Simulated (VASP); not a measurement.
# Nb (P6/mmm) in VASP: a series of runs

Nb is run at these levels: PBEsol; tasks: single point.

All numbers are computed with VASP 6.6.1; they aren't measurements. Logs are shortened: lines on timing, memory, paths and dates and some standing lists are left out, and cuts for length are marked.

### 1 The cell of the first run

The structure is hexagonal, space group P6/mmm (No. 191). Conventional cell: a = 4.826 Å, b = 4.826 Å, c = 2.656 Å, α = 90.00°, β = 90.00°, γ = 120.00°. Within 3.5 Å of Nb (site symmetry 6/mmm) lie 14 Nb at 2.66 to 3.09 Å. Within 3.5 Å of Nb (site symmetry -6m2) lie 11 Nb at 2.66 to 3.09 Å.

### 2 Single point, PBEsol

File INCAR:

```
PREC = Accurate ; ENCUT = 520
EDIFF = 1E-6 ; ISMEAR = -1
SIGMA = 0.1 ; LREAL = False
LASPH = True ; NELM = 60
ALGO = Normal ; ISIF = 2
LWAVE = False ; LCHARG = False
GGA = PS ; NBANDS = 26
```

File KPOINTS:

```
regular mesh
0
Gamma
  9 9 13
```

File POSCAR:

```
Nb
1.0
    4.8257851459      0.0000000000      0.0000000000
   -2.4128925729      4.1792525295      0.0000000000
    0.0000000000      0.0000000000      2.6558931449
Nb
3
Direct
    0.0000000000      1.0000000000      1.0000000000
    0.3333333333      0.6666666667      0.5000000000
    0.6666666667      0.3333333333      0.5000000000
```

Potentials or basis: VASP PAW PBE potentials, release 64 (Nb_sv).

Command:

```
> cat potpaw_PBE.64/Nb_sv/POTCAR > POTCAR
> mpirun -np 1 vasp_std > vasp.out
```

OUTCAR:

```text
PREC = Accurate
   ENCUT = 520
   EDIFF = 1E-6
   ISMEAR = -1
   LREAL = False
   LASPH = True
   NELM = 60
   ISIF = 2
   GGA = PS

 ion  position               nearest neighbor table
   1  0.000  0.000  0.000-
   2  0.333  0.667  0.500-   3 2.79   3 2.79   3 2.79
   3  0.667  0.333  0.500-   2 2.79   2 2.79   2 2.79

  LATTYP: Found a hexagonal cell.
 ALAT       =     4.8257851459
 C/A-ratio  =     0.5503546189

  Lattice vectors:

 A1 = (   4.8257851459,   0.0000000000,   0.0000000000)
 A2 = (  -2.4128925729,   4.1792525295,   0.0000000000)
 A3 = (   0.0000000000,   0.0000000000,   2.6558931449)

Analysis of symmetry for initial positions (statically):
=====================================================================
 Subroutine PRICEL returns:
 Original cell was already a primitive cell.

 Routine SETGRP: Setting up the symmetry group for a
 hexagonal supercell.

 Subroutine GETGRP returns: Found 24 space group operations
 (whereof 24 operations were pure point group operations)
 out of a pool of 24 trial point group operations.

The static configuration has the point symmetry D_6h.

Analysis of symmetry for dynamics (positions and initial velocities):
=====================================================================
 Subroutine PRICEL returns:
 Original cell was already a primitive cell.

 Routine SETGRP: Setting up the symmetry group for a
 hexagonal supercell.

 Subroutine GETGRP returns: Found 24 space group operations
 (whereof 24 operations were pure point group operations)
 out of a pool of 24 trial point group operations.

The dynamic configuration has the point symmetry D_6h.

 Subroutine INISYM returns: Found 24 space group operations
 (whereof 24 operations are pure point group operations),
 and found     1 'primitive' translations

----------------------------------------------------------------------------------------

                                     Primitive cell

  volume of cell :      53.5645

  direct lattice vectors                    reciprocal lattice vectors
     4.825785146  0.000000000  0.000000000     0.207220166  0.119638619  0.000000000
    -2.412892573  4.179252530  0.000000000     0.000000000  0.239277237  0.000000000
     0.000000000  0.000000000  2.655893145     0.000000000  0.000000000  0.376521172

  length of vectors
     4.825785146  4.825785146  2.655893145     0.239277237  0.239277237  0.376521172

  position of ions in fractional coordinates (direct lattice)
     0.000000000  0.000000000  0.000000000
     0.333333333  0.666666667  0.500000000
     0.666666667  0.333333333  0.500000000

  ion indices of the primitive-cell ions
   primitive index   ion index
                 1           1
                 2           2
                 3           3

----------------------------------------------------------------------------------------

 KPOINTS: regular mesh

Automatic generation of k-mesh.
 Grid dimensions read from file:
 generate k-points for:    9    9   13

 Generating k-lattice:

  Cartesian coordinates                     Fractional coordinates (reciprocal lattice)
     0.023024463  0.013293180  0.000000000     0.111111111  0.000000000  0.000000000
     0.000000000  0.026586360  0.000000000     0.000000000  0.111111111  0.000000000
     0.000000000  0.000000000  0.028963167     0.000000000  0.000000000  0.076923077

  Length of vectors
     0.026586360  0.026586360  0.028963167

  Shift w.r.t. Gamma in fractional coordinates (k-lattice)
     0.000000000  0.000000000  0.000000000

 Subroutine IBZKPT returns following result:
 ===========================================

 Found     84 irreducible k-points:

 Following reciprocal coordinates:
            Coordinates               Weight
  0.000000  0.000000  0.000000      1.000000
  0.111111 -0.000000  0.000000      6.000000
  0.222222  0.000000  0.000000      6.000000
  0.333333 -0.000000  0.000000      6.000000
  0.444444  0.000000  0.000000      6.000000
  0.111111  0.111111  0.000000      6.000000
[... 16 lines left out ...]
  0.333333  0.222222  0.076923     24.000000
  0.333333  0.333333  0.076923      4.000000
 [... further k-points ...]
   k-points           NKPTS =     84   k-points in BZ     NKDIM =     84   number of bands    NBANDS=     26
   number of dos      NEDOS =    301   number of ions     NIONS =      3
   total plane-waves  NPLWV =  25920
   dimension x,y,z NGX =    36 NGY =   36 NGZ =   20
   dimension x,y,z NGXF=    72 NGYF=   72 NGZF=   40
   ions per type =               3
   NGX,Y,Z   is equivalent  to a cutoff of  12.40, 12.40, 12.52 a.u.
   NGXF,Y,Z  is equivalent  to a cutoff of  24.80, 24.80, 25.04 a.u.
 SYSTEM =  unknown system
   PREC   = accura    normal or accurate (medium, high low for compatibility)
   ISTART =      0    job   : 0-new  1-cont  2-samecut
   ICHARG =      2    charge: 1-file 2-atom 10-const
   ISPIN  =      1    spin polarized calculation?
   LNONCOLLINEAR =      F non collinear calculations
   LSORBIT =      F    spin-orbit coupling
   LASPH  =      T    aspherical Exc in radial PAW
   ENCUT  =  520.0 eV  38.22 Ry    6.18 a.u.   8.97  8.97  4.94*2*pi/ulx,y,z
   NELM   =     60;   NELMIN=  2; NELMDL= -5     # of ELM steps
   EDIFF  = 0.1E-05   stopping-criterion for ELM
   LREAL  =      F    real-space projection
   EDIFFG = 0.1E-04   stopping-criterion for IOM
   NSW    =      0    number of steps for IOM
   IBRION =     -1    ionic relax: 0-MD 1-quasi-New 2-CG
   NFREE  =      0    steps in history (QN), initial steepest desc. (CG)
   ISIF   =      2    stress and relaxation
   ISYM   =      2    0-nonsym 1-usesym 2-fastsym
   POTIM  = 0.5000    time-step for ionic-motion
   TEBEG  =    0.0;   TEEND  =   0.0 temperature during run
   PSTRESS=    0.0 pullay stress
   NELECT =      39.0000    total number of electrons
   NUPDOWN=      -1.0000    fix difference up-down
   EMIN   =  10.00;   EMAX   =-10.00  energy-range for DOS
   EFERMI =   0.00;   METHOD = LEGACY
   ISMEAR =    -1;   SIGMA  =   0.10  broadening in eV -4-tet -1-fermi 0-gaus
   EFERMI_NEDOS =   21; number of points for ismear=-14 and -15
   IALGO  =     38    algorithm
   IMIX   =      4    mixing-type and parameters
     AMIX     =   0.40;   BMIX     =  1.00
     AMIX_MAG =   1.60;   BMIX_MAG =  1.00
  volume/ion in A,a.u.               =      17.85       120.49
  Fermi-wavevector in a.u.,A,eV,Ry     =   1.472778  2.783147 29.512059  2.169075
  Thomas-Fermi vector in A             =   2.587751
   LORBIT       =      0    0 simple, 1 ext, 2 COOP (PROOUT), +10 PAW based schemes
   GGA     = PS    functional components
   LHFCALC =     F    Hartree Fock is set to
   AEXX    =    0.0000 exact exchange contribution
   IVDW    =     0    specifies the selected vdW correction
   LEPSILON=     F    determine dielectric tensor
   LRPA    =     F    only Hartree local field effects (RPA)
 non-spin polarized calculation
  energy-cutoff  :      520.00
  volume of cell :       53.56
 maximum number of plane-waves:      1464
 NGX is ok and might be reduce to    36
   NGX = 17   NGY = 17   NGZ =  9

 number of electron      39.0000004 magnetization

 Free energy of the ion-electron system (eV)
  ---------------------------------------------------
  ext. energy  EPLUGINS =         0.00000000
  ---------------------------------------------------
  free energy    TOTEN  =       -32.27984911 eV

  energy without entropy =      -32.18259896  energy(sigma->0) =      -32.23122404

 E-fermi :  11.3648     XC(G=0): -12.6608

 val. band max:       11.3612102763   @ k =   0.3333   0.3333   0.0000
 cond. band min:      11.3669877834   @ k =   0.4444   0.1111   0.1538
 fundamental gap:      0.0057775071
 Fermi energy:        11.3648184917

 k-point     1 :       0.0000    0.0000    0.0000
  band No.  band energies     occupation
      1     -43.1500      2.00000
      2     -42.9348      2.00000
      3     -42.8796      2.00000
      4     -19.5378      2.00000
      5     -19.5378      2.00000
      6     -19.3068      2.00000
[... 18 lines left out ...]
     25      14.3972      0.00000
     26      14.3972      0.00000

 k-point     2 :       0.1111   -0.0000    0.0000
  band No.  band energies     occupation
      1     -43.1415      2.00000
      2     -42.9376      2.00000
      3     -42.8855      2.00000
      4     -19.6008      2.00000
      5     -19.5745      2.00000
      6     -19.2320      2.00000
[... 18 lines left out ...]
     25      14.8117      0.00000
     26      14.8576      0.00000

 k-point     3 :       0.2222    0.0000    0.0000
  band No.  band energies     occupation
      1     -43.1174      2.00000
      2     -42.9463      2.00000
      3     -42.9018      2.00000
      4     -19.6982      2.00000
      5     -19.5904      2.00000
      6     -19.1003      2.00000
[... 18 lines left out ...]
     25      15.2640      0.00000
     26      15.4078      0.00000

 k-point     4 :       0.3333   -0.0000    0.0000
  band No.  band energies     occupation
      1     -43.0814      2.00000
      2     -42.9633      2.00000
      3     -42.9218      2.00000
      4     -19.7744      2.00000
      5     -19.5307      2.00000
      6     -18.9710      2.00000
[... 18 lines left out ...]
     25      15.5467      0.00000
     26      15.7106      0.00000
[... 496 lines left out ...]
      1     -43.0480      2.00000
      2     -42.9525      2.00000
      3     -42.9274      2.00000
      4     -19.6859      2.00000
      5     -19.5743      2.00000
      6     -19.0666      2.00000
[... 18 lines left out ...]
     25      14.7928      0.00000
     26      15.8678      0.00000

 k-point    23 :       0.3333    0.2222    0.0769
  band No.  band energies     occupation
      1     -43.0102      2.00000
      2     -42.9725      2.00000
      3     -42.9457      2.00000
      4     -19.6857      2.00000
      5     -19.4771      2.00000
      6     -19.2632      2.00000
[... 18 lines left out ...]
     25      14.4501      0.00000
     26      15.3838      0.00000

 k-point    24 :       0.3333    0.3333    0.0769
  band No.  band energies     occupation
      1     -42.9764      2.00000
      2     -42.9764      2.00000
      3     -42.9757      2.00000
      4     -19.6310      2.00000
      5     -19.4185      2.00000
      6     -19.4185      2.00000
[... 18 lines left out ...]
     25      14.9288      0.00000
     26      14.9335      0.00000

 [... further k-points ...]

------------------------ aborting loop because EDIFF is reached ----------------------------------------

  FORCE on cell =-STRESS in cart. coord.  units (eV):
  Direction    XX          YY          ZZ          XY          YZ          ZX
  --------------------------------------------------------------------------------------
  -------------------------------------------------------------------------------------
  Total        0.0397140      0.0397140     -0.2584363      0.0000000      0.0000000      0.0000000
  in kB        1.1878930      1.1878930     -7.7301318      0.0000000      0.0000000      0.0000000
  external PRESSURE =      -1.7847819 kB  Pullay stress =       0.0000000 kB

 VOLUME and BASIS-vectors are now :
 -----------------------------------------------------------------------------
  energy-cutoff  :      520.00
  volume of cell :       53.56
      direct lattice vectors                 reciprocal lattice vectors
     4.825785146  0.000000000  0.000000000     0.207220166  0.119638619  0.000000000
    -2.412892573  4.179252530  0.000000000     0.000000000  0.239277237  0.000000000
     0.000000000  0.000000000  2.655893145     0.000000000  0.000000000  0.376521172

 POSITION                                       TOTAL-FORCE (eV/Angst)
 -----------------------------------------------------------------------------------
      0.00000      0.00000      0.00000         0.000000      0.000000      0.000000
     -0.00000      2.78617      1.32795        -0.000000      0.000000     -0.000000
      2.41289      1.39308      1.32795         0.000000     -0.000000      0.000000
 -----------------------------------------------------------------------------------
    total drift:                                0.000000      0.000000     -0.000000

  FREE ENERGIE OF THE ION-ELECTRON SYSTEM (eV)
  ---------------------------------------------------
  free  energy   TOTEN  =       -32.2798491132 eV

  energy  without entropy=      -32.1825989598  energy(sigma->0) =      -32.23122404
```

Wall time 79 s (1 thread of Intel Xeon Platinum 8259CL at 2.50GHz (Skylake/Cascade Lake), shared host); peak memory 0.22 GiB.

Results:

```
Free energy : -32.2798 eV
Pressure    : -0.2 GPa
```

Caveat: the PAW data sets were made with another functional, which shifts forces and pressure a little.

(Continued in part 2 of 2.)
